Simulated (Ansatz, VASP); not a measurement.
Mg in VASP and in Ansatz

```
Mg
1.0
     1.57153    0.90733    5.70221
    -1.57153    0.90733    5.70221
     0.00000   -1.81465    5.70221
Mg
2
Direct
  0.09005 0.09005 0.09005
  0.90995 0.90995 0.90995
```

Alike in both runs: functional PBE; k mesh 21 × 21 × 21; occupations gaussian, width 0.1 eV; no spin polarisation.

Ansatz relaxed the structure, and its values are those at the end. VASP's run is a single point on that final structure, the one shown.

```csv
,VASP,Ansatz
version,VASP 6.6.1,Ansatz 0.2.0
potentials or method,"VASP PAW PBE potentials, release 64 (Mg), cutoff 520 eV","scalar-relativistic, plane waves, PAW"
valence electrons in the cell,4,20
```

Ansatz gave:

- gap on the k mesh at the Fermi level (eV): none
- pressure (GPa): 0.0

**Question.** What did VASP give for the same quantities?

**Answer.** gap on the k mesh at the Fermi level (eV): none; pressure (GPa): -0.1.

A gap of «none» marks a metal or a gap that the smearing closes. VASP's potentials hold 4 valence electrons a cell and Ansatz's 20, so a difference there can come from the potentials and not from the codes.
